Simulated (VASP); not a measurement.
# ZnSi2N (P-3m1) in VASP: a series of runs

ZnSi2N is run at these levels: PBE; tasks: single point, relaxation of cell and atoms.

Everything below comes from runs of VASP 6.6.1. Logs are shortened: lines on timing, memory, paths and dates and some standing lists are left out, and cuts for length are marked.

### Step 1. The cell of the first run

It takes space group P-3m1 (No. 164, trigonal). Conventional cell: a = 2.716 Å, b = 2.716 Å, c = 7.916 Å, α = 90.00°, β = 90.00°, γ = 120.00°. Within 3.6 Å of Zn (site symmetry -3m) lie 6 Zn at 2.72 Å and 6 Si at 3.06 Å. Within 2.8 Å of Si (site symmetry 3m) lie 3 N at 2.06 Å and 6 Si at 2.72 Å. N (site symmetry -3m) has 6 Si at 2.06 Å and 6 N at 2.72 Å within 2.8 Å.

The cell was generated, and may not be a known phase.

### Step 2. Single point, PBE

Input file INCAR:

```
PREC = Accurate
ENCUT = 520
EDIFF = 1E-6
ISMEAR = 0
SIGMA = 0.1
LREAL = F
LASPH = T
NELM = 60
ALGO = Normal
ISIF = 2
LWAVE = F
LCHARG = T
GGA = PE
LELF = T
LVHAR = T
NBANDS = 20
```

Input file KPOINTS:

```
Automatic mesh
0
Gamma
  18 18 6
```

Input file POSCAR:

```
ZnSi2N
1.0
    2.7164521799      0.0000000000      0.0000000000
   -1.3582260900      2.3525165959      0.0000000000
    0.0000000000      0.0000000000      7.9157869892
Zn Si N
1 2 1
Direct
    0.0000000000      0.0000000000      0.0000000000
    0.3333333333      0.6666666667      0.3315751426
    0.6666666667      0.3333333333      0.6684248574
    0.0000000000      0.0000000000      0.5000000000
```

Potentials or basis: VASP PAW PBE potentials, release 64 (Zn, Si, N).

On the command line:

```
$ cat potpaw_PBE.64/Zn/POTCAR potpaw_PBE.64/Si/POTCAR potpaw_PBE.64/N/POTCAR > POTCAR
$ mpirun -np 1 vasp_std > vasp.out
```

OUTCAR:

```text
PREC = Accurate
   ENCUT = 520
   EDIFF = 1E-6
   ISMEAR = 0
   LREAL = F
   LASPH = T
   NELM = 60
   ISIF = 2
   GGA = PE

 ion  position               nearest neighbor table
   1  0.000  0.000  0.000-   2 3.06   3 3.06   2 3.06   3 3.06   3 3.06   2 3.06
   2  0.333  0.667  0.332-   4 2.06   4 2.06   4 2.06   1 3.06   1 3.06   1 3.06   3 3.09   3 3.09
                             3 3.09
   3  0.667  0.333  0.668-   4 2.06   4 2.06   4 2.06   1 3.06   1 3.06   1 3.06   2 3.09   2 3.09
                             2 3.09
   4  0.000  0.000  0.500-   2 2.06   3 2.06   2 2.06   3 2.06   3 2.06   2 2.06

  LATTYP: Found a hexagonal cell.
 ALAT       =     2.7164521799
 C/A-ratio  =     2.9140166898

  Lattice vectors:

 A1 = (   2.7164521799,   0.0000000000,   0.0000000000)
 A2 = (  -1.3582260900,   2.3525165959,   0.0000000000)
 A3 = (   0.0000000000,   0.0000000000,   7.9157869892)

Analysis of symmetry for initial positions (statically):
=====================================================================
 Subroutine PRICEL returns:
 Original cell was already a primitive cell.

 Routine SETGRP: Setting up the symmetry group for a
 hexagonal supercell.

 Subroutine GETGRP returns: Found 12 space group operations
 (whereof 12 operations were pure point group operations)
 out of a pool of 24 trial point group operations.

The static configuration has the point symmetry D_3d.

Analysis of symmetry for dynamics (positions and initial velocities):
=====================================================================
 Subroutine PRICEL returns:
 Original cell was already a primitive cell.

 Routine SETGRP: Setting up the symmetry group for a
 hexagonal supercell.

 Subroutine GETGRP returns: Found 12 space group operations
 (whereof 12 operations were pure point group operations)
 out of a pool of 24 trial point group operations.

The dynamic configuration has the point symmetry D_3d.

 Subroutine INISYM returns: Found 12 space group operations
 (whereof 12 operations are pure point group operations),
 and found     1 'primitive' translations

----------------------------------------------------------------------------------------

                                     Primitive cell

  volume of cell :      50.5858

[... 88 lines left out ...]
   LSORBIT =      F    spin-orbit coupling
   LASPH  =      T    aspherical Exc in radial PAW
   ENCUT  =  520.0 eV  38.22 Ry    6.18 a.u.   5.05  5.05 14.72*2*pi/ulx,y,z
   NELM   =     60;   NELMIN=  2; NELMDL= -5     # of ELM steps
   EDIFF  = 0.1E-05   stopping-criterion for ELM
   LREAL  =      F    real-space projection
   EDIFFG = 0.1E-04   stopping-criterion for IOM
   NSW    =      0    number of steps for IOM
   IBRION =     -1    ionic relax: 0-MD 1-quasi-New 2-CG
   NFREE  =      0    steps in history (QN), initial steepest desc. (CG)
   ISIF   =      2    stress and relaxation
   ISYM   =      2    0-nonsym 1-usesym 2-fastsym
   POTIM  = 0.5000    time-step for ionic-motion
   TEBEG  =    0.0;   TEEND  =   0.0 temperature during run
   PSTRESS=    0.0 pullay stress
   NELECT =      25.0000    total number of electrons
   NUPDOWN=      -1.0000    fix difference up-down
   EMIN   =  10.00;   EMAX   =-10.00  energy-range for DOS
   EFERMI =   0.00;   METHOD = LEGACY
   ISMEAR =     0;   SIGMA  =   0.10  broadening in eV -4-tet -1-fermi 0-gaus
   EFERMI_NEDOS =   21; number of points for ismear=-14 and -15
   IALGO  =     38    algorithm
   IMIX   =      4    mixing-type and parameters
     AMIX     =   0.40;   BMIX     =  1.00
     AMIX_MAG =   1.60;   BMIX_MAG =  1.00
  volume/ion in A,a.u.               =      12.65        85.34
  Fermi-wavevector in a.u.,A,eV,Ry     =   1.294331  2.445930 22.793727  1.675292
  Thomas-Fermi vector in A             =   2.425920
   LORBIT       =      0    0 simple, 1 ext, 2 COOP (PROOUT), +10 PAW based schemes
   GGA     = PE    functional components
   LHFCALC =     F    Hartree Fock is set to
   AEXX    =    0.0000 exact exchange contribution
   IVDW    =     0    specifies the selected vdW correction
   LEPSILON=     F    determine dielectric tensor
   LRPA    =     F    only Hartree local field effects (RPA)
 non-spin polarized calculation
 Gauss-broadening in eV      SIGMA  =   0.10
  energy-cutoff  :      520.00
  volume of cell :       50.59
 maximum number of plane-waves:      1392
   NGX = 11   NGY = 11   NGZ = 29

 number of electron      25.0000014 magnetization

 Free energy of the ion-electron system (eV)
  ---------------------------------------------------
  ext. energy  EPLUGINS =         0.00000000
  ---------------------------------------------------
  free energy    TOTEN  =       -18.86962100 eV

  energy without entropy =      -18.86522034  energy(sigma->0) =      -18.86742067

 E-fermi :   7.8818     XC(G=0): -11.4290

 val. band max:        7.8735146504   @ k =   0.4444   0.0556   0.3333
 cond. band min:       7.9016805083   @ k =   0.4444   0.0000   0.0000
 fundamental gap:      0.0281658579
 Fermi energy:         7.8818102711

 k-point     1 :       0.0000    0.0000    0.0000
  band No.  band energies     occupation
      1     -11.9014      2.00000
      2      -5.0634      2.00000
      3      -2.1246      2.00000
      4      -0.1251      2.00000
      5       0.5083      2.00000
      6       0.5083      2.00000
[... 541 lines left out ...]
     19      14.7867      0.00000
     20      16.1535      0.00000

 [... further k-points ...]

------------------------ aborting loop because EDIFF is reached ----------------------------------------

  FORCE on cell =-STRESS in cart. coord.  units (eV):
  Direction    XX          YY          ZZ          XY          YZ          ZX
  --------------------------------------------------------------------------------------
  -------------------------------------------------------------------------------------
  Total        0.0456144      0.0456144      0.0069114     -0.0000000     -0.0000000      0.0000000
  in kB        1.4447213      1.4447213      0.2188999     -0.0000000     -0.0000000      0.0000000
  external PRESSURE =       1.0361142 kB  Pullay stress =       0.0000000 kB

 VOLUME and BASIS-vectors are now :
 -----------------------------------------------------------------------------
  energy-cutoff  :      520.00
  volume of cell :       50.59
      direct lattice vectors                 reciprocal lattice vectors
     2.716452180  0.000000000  0.000000000     0.368127224  0.212538352  0.000000000
    -1.358226090  2.352516596  0.000000000     0.000000000  0.425076704  0.000000000
     0.000000000  0.000000000  7.915786989     0.000000000  0.000000000  0.126329827

 POSITION                                       TOTAL-FORCE (eV/Angst)
 -----------------------------------------------------------------------------------
      0.00000      0.00000      0.00000        -0.000000      0.000000     -0.000000
     -0.00000      1.56834      2.62468         0.000000      0.000000      0.008690
      1.35823      0.78417      5.29111        -0.000000     -0.000000     -0.008690
      0.00000      0.00000      3.95789         0.000000      0.000000     -0.000000
 -----------------------------------------------------------------------------------
    total drift:                                0.000000      0.000000     -0.000000

  FREE ENERGIE OF THE ION-ELECTRON SYSTEM (eV)
  ---------------------------------------------------
  free  energy   TOTEN  =       -18.8696209967 eV

  energy  without entropy=      -18.8652203417  energy(sigma->0) =      -18.86742067
```

stdout:

```text
POSCAR found type information on POSCAR ZnSiN
 POSCAR found :  3 types and       4 ions
 scaLAPACK will be used
 LDA part: xc-table for (Slater+PW92), standard interpolation
 POSCAR, INCAR and KPOINTS ok, starting setup
 FFT: planning ... GRIDC
 FFT: planning ... GRID_SOFT
 FFT: planning ... GRID
 WAVECAR not read
 entering main loop
```

Wall time 76 s (1 thread of Intel Xeon 6975P-C (Granite Rapids), shared host); peak memory 0.3 GiB.

Results:

```
Free energy            : -18.8696 eV
Pressure               : 0.1 GPa
Largest force          : 0.009 eV/Å
Band gap on the k mesh : zero (an odd number of electrons rules out a gap without spin polarisation)
```

Forces on the atoms (eV/Å):
```
Zn   0.000  0.000  0.000
Si   0.000  0.000  0.009
Si   0.000  0.000 -0.009
N    0.000  0.000  0.000
```

Levels at points of the mesh, in eV from the Fermi level:
```tsv
k point	band 10	band 11	band 12	band 13	band 14	band 15
(0.00, 0.00, 0.00)	-4.83	-2.39	-2.39	3.26	4.01	8.39
(0.50, 0.00, 0.00)	-4.23	-3.42	-3.20	-0.29	1.00	1.28
(0.00, 0.00, 0.50)	-2.39	-2.39	-1.65	0.34	5.45	7.74
(0.50, 0.00, 0.50)	-4.22	-3.00	-2.13	-1.24	-0.92	2.98
```

Caveat: an odd number of electrons without spin polarisation forces a metal; a magnetic or distorted state may lie lower.

### Step 3. Relaxation of cell and atoms, PBE

This run uses another cell than the first one, of 12.28 Å³/atom.

Input file INCAR:

```
SYSTEM = ZnSi2N
PREC = Accurate
ENCUT = 600
EDIFF = 1E-6
ISMEAR = 0
SIGMA = 0.1
LREAL = .False.
LASPH = .True.
NELM = 60
ALGO = Normal
ISIF = 3
LWAVE = .False.
LCHARG = .False.
GGA = PE
IBRION = 2
NSW = 100
EDIFFG = -0.01
```

Input file KPOINTS:

```
Automatic mesh
0
Gamma
  18 18 6
  0 0 0
```

Input file POSCAR:

```
ZnSi2N
1.0
    2.7312891725      0.0000000000      0.0000000000
   -1.3656445863      2.3653658085      0.0000000000
    0.0000000000      0.0000000000      7.6022890808
Zn Si N
1 2 1
Direct
    0.0000000000      0.0000000000      0.0000000000
    0.3333333333      0.6666666667      0.3240023754
    0.6666666667      0.3333333333      0.6759976246
    0.0000000000      0.0000000000      0.5000000000
```

Potentials or basis: VASP PAW PBE potentials, release 64 (Zn, Si, N).

On the command line:

```
$ cat potpaw_PBE.64/Zn/POTCAR potpaw_PBE.64/Si/POTCAR potpaw_PBE.64/N/POTCAR > POTCAR
$ mpirun -np 1 vasp_std > vasp.out
```

Wall time 5.5 min (1 thread of Intel Xeon 6975P-C (Granite Rapids), shared host); peak memory 0.34 GiB.

Results (log left out):

| Item | Value |
| --- | --- |
| Free energy | -18.8702 eV |
| Relaxed volume | 12.65 Å³/atom |
| Relaxed cell | a = 2.716 Å, b = 2.716 Å, c = 7.918 Å, α = 90.00°, β = 90.00°, γ = 120.00° |
| Space group after relaxing (to 0.1 Å) | P-3m1 (No. 164) |
| Energy gained by relaxing | 8.6 meV/atom |
| Ionic steps | 6 |
| Pressure after relaxing | 0.0 GPa |
| Largest force after relaxing | 0.009 eV/Å |
| Band gap on the k mesh | zero (an odd number of electrons rules out a gap without spin polarisation) |

Forces in eV/Å, atoms in the order of the input:
```
Zn   0.000  0.000  0.000
Si   0.000  0.000  0.009
Si   0.000  0.000 -0.009
N    0.000  0.000  0.000
```

Stress tensor (GPa, compression positive):
```
 0.10  0.00  0.00
 0.00  0.10  0.00
 0.00  0.00 -0.05
```

Step by step:
| step | energy change (eV) | largest force (eV/Å) | pressure (GPa) | volume (Å³) |
| --- | --- | --- | --- | --- |
| 1 | 0.0000 | 0.3009 | 0.62 | 49.11 |
| 2 | -0.0150 | 0.2206 | 0.45 | 49.45 |
| 3 | -0.0343 | 0.0442 | 0.33 | 50.45 |
| 4 | -0.0343 | 0.0509 | 0.35 | 50.47 |
| 5 | -0.0335 | 0.1381 | -0.60 | 50.83 |
| 6 | -0.0345 | 0.0088 | 0.05 | 50.59 |

Final structure:
```xyz
4
Lattice="2.7161 0.0000 0.0000 -1.3580 2.3522 0.0000 0.0000 0.0000 7.9179" Properties=species:S:1:pos:R:3 pbc="T T T"
Zn    0.0000    0.0000    0.0000
Si    0.0000    1.5681    2.6257
Si    1.3580    0.7841    5.2922
N     0.0000    0.0000    3.9590
```

Levels at points of the mesh, in eV from the Fermi level:
| k point | band 10 | band 11 | band 12 | band 13 | band 14 | band 15 |
| --- | --- | --- | --- | --- | --- | --- |
| (0.00, 0.00, 0.00) | -4.83 | -2.39 | -2.39 | 3.26 | 4.01 | 8.39 |
| (0.50, 0.00, 0.00) | -4.23 | -3.41 | -3.19 | -0.29 | 0.99 | 1.28 |
| (0.00, 0.00, 0.50) | -2.39 | -2.39 | -1.66 | 0.34 | 5.45 | 7.74 |
| (0.50, 0.00, 0.50) | -4.22 | -3.00 | -2.12 | -1.23 | -0.92 | 2.98 |

Caveat: an odd number of electrons without spin polarisation forces a metal; a magnetic or distorted state may lie lower.

The gap in the log of VASP goes by the Fermi energy; the results here count the filled bands.